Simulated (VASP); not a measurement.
Wanted: the native input for a VASP 6.6.1 run.

| Item | Value |
| --- | --- |
| Task | single point |
| Functional | PBEsol |
| Potentials or basis | VASP PAW PBE potentials, release 64 (C, O) |
| Cutoff | 520 eV |
| k mesh | 6 × 6 × 5 |
| Occupations | gaussian, width 0.01 eV |
| Spin | no spin polarisation |
| Dipole correction | no |
| Further INCAR settings | ALGO = Normal; EDIFF = 1e-07; NBANDS = 25 |

The structure of CO2 (CO2-III) lies in POSCAR:

```
CO2
1.0
    2.3403972729     -2.1492228063      0.0000000000
    2.3403972729      2.1492228063      0.0000000000
    0.0000000000      0.0000000000      5.9850130982
C O
2 4
Direct
    0.0000000000      0.0000000000      0.0000000000
    0.5000000000      0.5000000000      0.5000000000
    0.7832454111      0.2167545889      0.1160326145
    0.2167545889      0.7832454111      0.8839673855
    0.7167545889      0.2832454111      0.6160326145
    0.2832454111      0.7167545889      0.3839673855
```

One way to write it, as run:

INCAR

```
SYSTEM = CO2
  ALGO = Normal
  EDIFF = 1E-7
  ENCUT = 520
  GGA = PS
  ISIF = 2
  ISMEAR = 0
  LASPH = .True.
  LCHARG = .True.
  LELF = .True.
  LREAL = .False.
  LVHAR = .True.
  LWAVE = .False.
  NBANDS = 25
  NELM = 100
  PREC = Accurate
  SIGMA = 0.01
```

KPOINTS

```
k-points
0
Gamma
  6 6 5
  0 0 0
```

Potentials or basis: VASP PAW PBE potentials, release 64 (C, O).

Launch:

```sh
$ cat potpaw_PBE.64/C/POTCAR potpaw_PBE.64/O/POTCAR > POTCAR
$ mpirun -np 1 vasp_std > vasp.out
```

Results of the run:

```json
{
 "Pressure": "12.6 GPa",
 "Largest force": "0.740 eV/Å",
 "Band gap on the k mesh": "5.94 eV, indirect (least direct gap 7.00 eV)"
}
```

Caveat: the PAW data sets were made with another functional, which shifts forces and pressure a little.

Run time: 18 s on 1 thread of Intel(R) Xeon(R) 6975P-C (Granite Rapids), on a shared host, peak memory 0.18 GiB.
